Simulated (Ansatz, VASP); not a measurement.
# One calculation of Ga, two programs

The input POSCAR:

```
Ga
1.0
    2.2318501700     -3.7932285796      0.0000000000
    2.2318501700      3.7932285796      0.0000000000
    0.0000000000      0.0000000000      4.5346411306
Ga
4
Direct
    0.8442341977      0.1557658023      0.0855794111
    0.6557658023      0.3442341977      0.5855794111
    0.1557658023      0.8442341977      0.9144205889
    0.3442341977      0.6557658023      0.4144205889
```

INCAR.step1

```
PREC = Accurate
ENCUT = 520
ISMEAR = 1
SIGMA = 0.1
LREAL = F
LASPH = T
NELM = 80
NBANDS = 34
GGA = PE
ALGO = Normal
EDIFF = 1E-4
LWAVE = T
LCHARG = F
```

The input INCAR.step2:

```
PREC = Accurate
ENCUT = 520
EDIFF = 1E-7
ISMEAR = 1
SIGMA = 0.1
LREAL = F
LASPH = T
NELM = 80
ALGO = Normal
ISIF = 2
LWAVE = F
LCHARG = F
METAGGA = R2SCAN
LMIXTAU = T
NBANDS = 34
ISTART = 1
```

Contents of KPOINTS:

```
Automatic mesh
0
Gamma
  8 8 7
```

Input for Ansatz:

```yaml
crystal:
  lattice:
    - [2.23185017, -3.7932285796, 0.0]
    - [2.23185017, 3.7932285796, 0.0]
    - [0.0, 0.0, 4.5346411306]
  atoms:
    - { symbol: Ga, position: [0.8442341977, 0.1557658023, 0.0855794111] }
    - { symbol: Ga, position: [0.6557658023, 0.3442341977, 0.5855794111] }
    - { symbol: Ga, position: [0.1557658023, 0.8442341977, 0.9144205889] }
    - { symbol: Ga, position: [0.3442341977, 0.6557658023, 0.4144205889] }
hamiltonian:
  xc: r2scan
  pseudopotentials:
    kind: paw
    azcp:
      Ga: "pseudopotentials/Ga.paw.azcp"
basis:
  ecutwfc: 500
  fft_grid_basis: typed
kpoints:
  mp_grid: { grid: [8, 8, 7], shift: [0, 0, 0] }
magnetization:
  spin_polarized: false
scf:
  occupations: { method: methfessel_paxton, width: 0.1 }
  lower_state_search: "off"
output:
  stress: true
```

Alike in both runs: task single point; functional r2SCAN; k mesh 8 × 8 × 7; occupations methfessel-paxton of order 1, width 0.1 eV; no spin polarisation.

|  | VASP | Ansatz |
| --- | --- | --- |
| version | VASP 6.6.1 | Ansatz 0.2.0 |
| potentials or method | VASP PAW PBE potentials, release 64 (Ga_d), cutoff 520 eV | plane waves (500 eV) with PAW, scalar-relativistic |
| valence electrons in the cell | 52 | 52 |

VASP gave:

- pressure (GPa): 0.1
- traceless stress, the component that is largest in VASP (GPa): 0.06

Question: Estimate Ansatz's values.

Answer: Pressure (GPa): 0.0; traceless stress, the component that is largest in VASP (GPa): 0.12.

VASP's potentials were made for PBE, not for r2SCAN.
